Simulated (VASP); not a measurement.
# SiNi2: relaxation of cell and atoms with PBE

SiNi2:

```
Si Ni
1.0
     3.91075    0.00000    0.00000
    -1.95538    3.38681    0.00000
     0.00000    0.00000    4.99207
Si Ni
2 4
Cartesian
  0.0000 2.2579 3.7441
  1.9554 1.1289 1.2480
  0.0000 0.0000 0.0000
  0.0000 0.0000 2.4960
  0.0000 2.2579 1.2480
  1.9554 1.1289 3.7441
```

```
Program                : VASP 6.6.1
Task                   : relaxation of cell and atoms
Functional             : PBE
Potentials or basis    : VASP PAW PBE potentials, release 64 (Si, Ni)
Cutoff                 : 600 eV
k mesh                 : 12 × 12 × 8
Occupations            : gaussian, width 0.1 eV
Spin                   : no spin polarisation
Dipole correction      : no
Further INCAR settings : ALGO = Normal; EDIFF = 1e-06; IBRION = 2; EDIFFG = -0.005; NSW = 100; ISIF = 3
```

- Relaxed volume: 11.04 Å³/atom
- Relaxed cell: a = 3.914 Å, b = 3.914 Å, c = 4.991 Å, α = 90.00°, β = 90.00°, γ = 120.00°
- Space group after relaxing (to 0.05 Å): P6_3/mmc (No. 194)
- Energy gained by relaxing: 0.0 meV/atom
- Ionic steps: 2
- Pressure after relaxing: 0.1 GPa
- Band gap on the k mesh: zero (band 24 reaches 13.60 eV, above the bottom of band 25 at 10.40 eV)

Final structure:
```
Si Ni
1.0
     3.91383    0.00000    0.00000
    -1.95691    3.38947    0.00000
     0.00000    0.00000    4.99109
Si Ni
2 4
Direct
  0.33333 0.66667 0.75000
  0.66667 0.33333 0.25000
  0.00000 0.00000 0.00000
  0.00000 0.00000 0.50000
  0.33333 0.66667 0.25000
  0.66667 0.33333 0.75000
```

Levels at points of the mesh, in eV from the Fermi level:
```csv
k point,band 22,band 23,band 24,band 25,band 26,band 27
"(0.00, 0.00, 0.00)",-0.61,0.11,2.61,2.73,2.73,2.77
"(0.50, 0.00, 0.00)",-1.18,-0.99,-0.67,-0.55,1.07,1.79
"(0.00, 0.00, 0.50)",-1.21,2.03,2.03,3.22,3.22,3.22
"(0.50, 0.00, 0.50)",-1.23,-0.89,-0.89,0.93,0.93,2.81
```

Run time: 7.2 min on 1 thread of AMD EPYC 7R43 64-Core Processor (Zen 3), on a shared host, peak memory 0.28 GiB.

Spin polarisation is off, so any magnetic state and its effect on volume and gap are missing.
